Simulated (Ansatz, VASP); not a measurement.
**One calculation of Cu, two programs**

INCAR

```
ALGO = Normal ; EDIFF = 1E-6
ENCUT = 520 ; ISIF = 2
ISMEAR = 0 ; LASPH = T
LCHARG = F ; LREAL = F
LWAVE = F ; NBANDS = 12
NELM = 60 ; PREC = Accurate
SIGMA = 0.15
```

KPOINTS

```
k-points
0
Gamma
  24 24 24
```

File POSCAR:

```
Cu
1.0
   -1.4082615290      1.4082615290      1.4053041798
    1.4082615290     -1.4082615290      1.4053041798
    1.4082615290      1.4082615290     -1.4053041798
Cu
1
Direct
    0.0000000000      0.0000000000      0.0000000000
```

Input for Ansatz:

```yaml
crystal:
  lattice:
    - [-1.408261529, 1.408261529, 1.4053041798]
    - [1.408261529, -1.408261529, 1.4053041798]
    - [1.408261529, 1.408261529, -1.4053041798]
  atoms:
    - { symbol: Cu, position: [0.0, 0.0, 0.0] }
basis:
  ecutwfc: 520.0
kpoints:
  mp_grid: { grid: [24, 24, 24] }
hamiltonian:
  xc: lda
  pseudopotentials: { kind: paw, azcp: { folder: soft_1 } }
scf:
  occupations: { method: gaussian, width: 0.15 }
output:
  forces: true
  stress: true
  eigenvalues: true
```

Alike in both runs: task single point; functional LDA; k mesh 24 × 24 × 24; occupations gaussian, width 0.15 eV; no spin polarisation.

```csv
,VASP,Ansatz
version,VASP 6.6.1,Ansatz 0.2.0
potentials or method,"VASP PAW LDA potentials, release 64 (Cu), cutoff 520 eV","scalar-relativistic, plane waves, PAW"
valence electrons in the cell,11,19
```

|  | VASP | Ansatz | Ansatz less VASP |
| --- | --- | --- | --- |
| gap on the k mesh at the Fermi level (eV) | none | none | - |
| pressure (GPa) | -2.7 | -3.6 | -0.88 |

Ansatz warns that its potentials were made for another functional, while VASP's fit it. LDA's correlation is that of Perdew and Zunger in VASP and of Perdew and Wang (1992) in Ansatz. A gap of «none» marks a metal or a gap that the smearing closes. VASP's potentials hold 11 valence electrons a cell and Ansatz's 19, so a difference there can come from the potentials and not from the codes.
